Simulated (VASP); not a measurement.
# Ni (Fm-3m) in VASP: notebook, part 2 of 2

VASP 6.6.1. The steps go on from the part before.

## 5. Single point, LDA, collinear spin, ferromagnetic start

INCAR

```
SYSTEM = Ni
PREC     = Accurate       ! precision mode
ENCUT    = 520            ! plane-wave cutoff, eV
EDIFF    = 1E-6           ! SCF threshold, eV
ISMEAR   = -1             ! smearing method
SIGMA    = 0.03           ! smearing width, eV
LREAL    = .False.        ! projectors in reciprocal space
LASPH    = .True.         ! aspherical terms in the spheres
NELM     = 150            ! most SCF steps
ALGO     = Normal         ! electronic algorithm
ISIF     = 2              ! what is computed and relaxed
LWAVE    = .False.        ! write WAVECAR
LCHARG   = .False.        ! write CHGCAR
ISPIN    = 2              ! spin polarisation
MAGMOM   = 0.607          ! initial moments
LORBIT   = 11             ! projections on sites
LMAXMIX  = 4              ! l up to which the mixer works
GGA      = CA             ! functional
NBANDS   = 15             ! bands
```

KPOINTS

```
regular mesh
0
Gamma
  16 16 16
  0 0 0
```

POSCAR

```
Ni
1.0
    0.0000000000      1.7124646296      1.7124646296
    1.7124646296      0.0000000000      1.7124646296
    1.7124646296      1.7124646296      0.0000000000
Ni
1
Direct
    0.0000000000      0.0000000000      0.0000000000
```

Potentials or basis: VASP PAW LDA potentials, release 64 (Ni).

Command:

```
> cat potpaw_LDA.64/Ni/POTCAR > POTCAR
> mpirun -np 1 vasp_std > vasp.out
```

OUTCAR:

```text
SYSTEM = Ni
   PREC = Accurate
   ENCUT = 520
   EDIFF = 1E-6
   ISMEAR = -1
   LREAL = .False.
   LASPH = .True.
   NELM = 150
   ISIF = 2
   ISPIN = 2
   LORBIT = 11
   GGA = CA

 ion  position               nearest neighbor table
   1  0.000  0.000  0.000-

  LATTYP: Found a face centered cubic cell.
 ALAT       =     3.4249292592

  Lattice vectors:

 A1 = (   0.0000000000,   1.7124646296,   1.7124646296)
 A2 = (   1.7124646296,   0.0000000000,   1.7124646296)
 A3 = (   1.7124646296,   1.7124646296,   0.0000000000)

Analysis of symmetry for initial positions (statically):
=====================================================================
 Subroutine PRICEL returns:
 Original cell was already a primitive cell.

 Routine SETGRP: Setting up the symmetry group for a
 face centered cubic supercell.

 Subroutine GETGRP returns: Found 48 space group operations
 (whereof 48 operations were pure point group operations)
 out of a pool of 48 trial point group operations.

The static configuration has the point symmetry O_h .

Analysis of symmetry for dynamics (positions and initial velocities):
=====================================================================
 Subroutine PRICEL returns:
 Original cell was already a primitive cell.

 Routine SETGRP: Setting up the symmetry group for a
 face centered cubic supercell.

 Subroutine GETGRP returns: Found 48 space group operations
 (whereof 48 operations were pure point group operations)
 out of a pool of 48 trial point group operations.

The dynamic configuration has the point symmetry O_h .

Analysis of structural, dynamic, and magnetic symmetry:
=====================================================================
 Subroutine PRICEL returns:
 Original cell was already a primitive cell.

 Routine SETGRP: Setting up the symmetry group for a
 face centered cubic supercell.

 Subroutine GETGRP returns: Found 48 space group operations
 (whereof 48 operations were pure point group operations)
 out of a pool of 48 trial point group operations.

The overall configuration has the point symmetry O_h .

 Subroutine INISYM returns: Found 48 space group operations
 (whereof 48 operations are pure point group operations),
 and found     1 'primitive' translations

----------------------------------------------------------------------------------------

                                     Primitive cell

  volume of cell :      10.0437

  direct lattice vectors                    reciprocal lattice vectors
     0.000000000  1.712464630  1.712464630    -0.291976833  0.291976833  0.291976833
     1.712464630  0.000000000  1.712464630     0.291976833 -0.291976833  0.291976833
     1.712464630  1.712464630  0.000000000     0.291976833  0.291976833 -0.291976833

  length of vectors
     2.421790704  2.421790704  2.421790704     0.505718710  0.505718710  0.505718710

  position of ions in fractional coordinates (direct lattice)
     0.000000000  0.000000000  0.000000000

  ion indices of the primitive-cell ions
   primitive index   ion index
                 1           1

----------------------------------------------------------------------------------------

 KPOINTS: regular mesh

Automatic generation of k-mesh.
 Grid dimensions read from file:
 generate k-points for:   16   16   16

 Generating k-lattice:

[... 67 lines left out ...]
   ISIF   =      2    stress and relaxation
   ISYM   =      2    0-nonsym 1-usesym 2-fastsym
   POTIM  = 0.5000    time-step for ionic-motion
   TEBEG  =    0.0;   TEEND  =   0.0 temperature during run
   PSTRESS=    0.0 pullay stress
   NELECT =      10.0000    total number of electrons
   NUPDOWN=      -1.0000    fix difference up-down
   EMIN   =  10.00;   EMAX   =-10.00  energy-range for DOS
   EFERMI =   0.00;   METHOD = LEGACY
   ISMEAR =    -1;   SIGMA  =   0.03  broadening in eV -4-tet -1-fermi 0-gaus
   EFERMI_NEDOS =   21; number of points for ismear=-14 and -15
   IALGO  =     38    algorithm
   IMIX   =      4    mixing-type and parameters
     AMIX     =   0.40;   BMIX     =  1.00
     AMIX_MAG =   1.60;   BMIX_MAG =  1.00
  volume/ion in A,a.u.               =      10.04        67.78
  Fermi-wavevector in a.u.,A,eV,Ry     =   1.634719  3.089172 36.358952  2.672308
  Thomas-Fermi vector in A             =   2.726312
   LORBIT       =     11    0 simple, 1 ext, 2 COOP (PROOUT), +10 PAW based schemes
   GGA     = CA    functional components
   LHFCALC =     F    Hartree Fock is set to
   AEXX    =    0.0000 exact exchange contribution
   IVDW    =     0    specifies the selected vdW correction
   LEPSILON=     F    determine dielectric tensor
   LRPA    =     F    only Hartree local field effects (RPA)
 spin polarized calculation
  energy-cutoff  :      520.00
  volume of cell :       10.04
 maximum number of plane-waves:       290
 NGX is ok and might be reduce to    18
   NGX =  9   NGY =  9   NGZ =  9

 number of electron      10.0000000 magnetization       0.6070000

 number of electron       9.9999990 magnetization       0.5690735

 Free energy of the ion-electron system (eV)
  ---------------------------------------------------
  ext. energy  EPLUGINS =         0.00000000
  ---------------------------------------------------
  free energy    TOTEN  =        -6.58404443 eV

  energy without entropy =       -6.57951208  energy(sigma->0) =       -6.58177826

 E-fermi :  10.2191     XC(G=0): -14.0928

 val. band max:       10.2116226034   @ k =  -0.3750   0.1875   0.0625
 cond. band min:      10.2211036928   @ k =   0.5000   0.4375   0.0000
 fundamental gap:      0.0094810894
 Fermi energy:        10.2191211888

 spin component 1

 k-point     1 :       0.0000    0.0000    0.0000
  band No.  band energies     occupation
      1       0.6639      1.00000
      2       7.6668      1.00000
      3       7.6668      1.00000
      4       7.6668      1.00000
      5       8.9609      1.00000
      6       8.9609      1.00000
      7      34.6634      0.00000
      8      39.0604      0.00000
      9      39.0604      0.00000
     10      39.0604      0.00000
     11      42.3233      0.00000
     12      42.3233      0.00000
     13      42.3233      0.00000
     14      45.2867      0.00000
[... 403 lines left out ...]
      4       7.7817      1.00000
      5       8.8639      1.00000
      6       8.9778      1.00000
      7      33.4758      0.00000
      8      35.4065      0.00000
      9      37.7043      0.00000
     10      39.6686      0.00000
     11      42.4397      0.00000
     12      42.4842      0.00000
     13      45.4694      0.00000
     14      48.1662      0.00000
     15      48.3759      0.00000

 [... further k-points ...]

 spin component 2

 k-point     1 :       0.0000    0.0000    0.0000
  band No.  band energies     occupation
      1       0.7081      1.00000
      2       8.2501      1.00000
      3       8.2501      1.00000
      4       8.2501      1.00000
      5       9.4953      1.00000
      6       9.4953      1.00000
      7      34.6539      0.00000
      8      39.1051      0.00000
      9      39.1051      0.00000
     10      39.1051      0.00000
     11      42.4875      0.00000
     12      42.4875      0.00000
     13      42.4875      0.00000
     14      45.2692      0.00000
[... 403 lines left out ...]
      4       8.3660      1.00000
      5       9.3936      1.00000
      6       9.5130      1.00000
      7      33.5412      0.00000
      8      35.4863      0.00000
      9      37.7576      0.00000
     10      39.7163      0.00000
     11      42.5162      0.00000
     12      42.6439      0.00000
     13      45.5464      0.00000
     14      48.3363      0.00000
     15      48.4255      0.00000

 [... further k-points ...]
[... 5 lines left out ...]
  --------------------------------------------------------------------------------------
  -------------------------------------------------------------------------------------
  Total       -0.0395442     -0.0395442     -0.0395442      0.0000000      0.0000000     -0.0000000
  in kB       -6.3081065     -6.3081065     -6.3081065      0.0000000      0.0000000     -0.0000000
  external PRESSURE =      -6.3081065 kB  Pullay stress =       0.0000000 kB

 VOLUME and BASIS-vectors are now :
 -----------------------------------------------------------------------------
  energy-cutoff  :      520.00
  volume of cell :       10.04
      direct lattice vectors                 reciprocal lattice vectors
     0.000000000  1.712464630  1.712464630    -0.291976833  0.291976833  0.291976833
     1.712464630  0.000000000  1.712464630     0.291976833 -0.291976833  0.291976833
     1.712464630  1.712464630  0.000000000     0.291976833  0.291976833 -0.291976833

 POSITION                                       TOTAL-FORCE (eV/Angst)
 -----------------------------------------------------------------------------------
      0.00000      0.00000      0.00000         0.000000      0.000000      0.000000
 -----------------------------------------------------------------------------------
    total drift:                                0.000000     -0.000000     -0.000000

  FREE ENERGIE OF THE ION-ELECTRON SYSTEM (eV)
  ---------------------------------------------------
  free  energy   TOTEN  =        -6.5840444281 eV

  energy  without entropy=       -6.5795120826  energy(sigma->0) =       -6.58177826

 total charge

# of ion       s       p       d       tot
------------------------------------------
    1        0.534   0.571   8.368   9.473

 magnetization (x)

# of ion       s       p       d       tot
------------------------------------------
    1       -0.005  -0.018   0.592   0.570
```

It took 46 s on 1 thread of Intel Xeon Platinum 8488C (Sapphire Rapids), shared host; peak memory 0.14 GiB.

What came out:

```yaml
Free_energy: -6.5840 eV
Pressure: -0.6 GPa
Net_moment: 0.57 μB per cell
Site_moments: Ni +0.57 μB
Valence_electrons_inside_the_program's_atomic_spheres: Ni 9.47
```

## 6. Overview

| smearing | gap on the mesh (eV) | pressure (GPa) | moment (μB) |
| --- | --- | --- | --- |
| fermi-dirac 0.05 eV | none | -0.5 | 0.57 |
| fermi-dirac 0.01 eV | none | -0.7 | 0.57 |
| fermi-dirac 0.03 eV | none | -0.6 | 0.57 |

Alike in all rows: task single point; level LDA; potentials or basis VASP PAW LDA potentials, release 64 (Ni); spin collinear, ferromagnetic start; cell as given; k mesh 16 × 16 × 16; cutoff (eV) 520.

Every run on the cell as given and a fine mesh finds a metal.

Absolute energies hang on the potentials; compare differences alone.
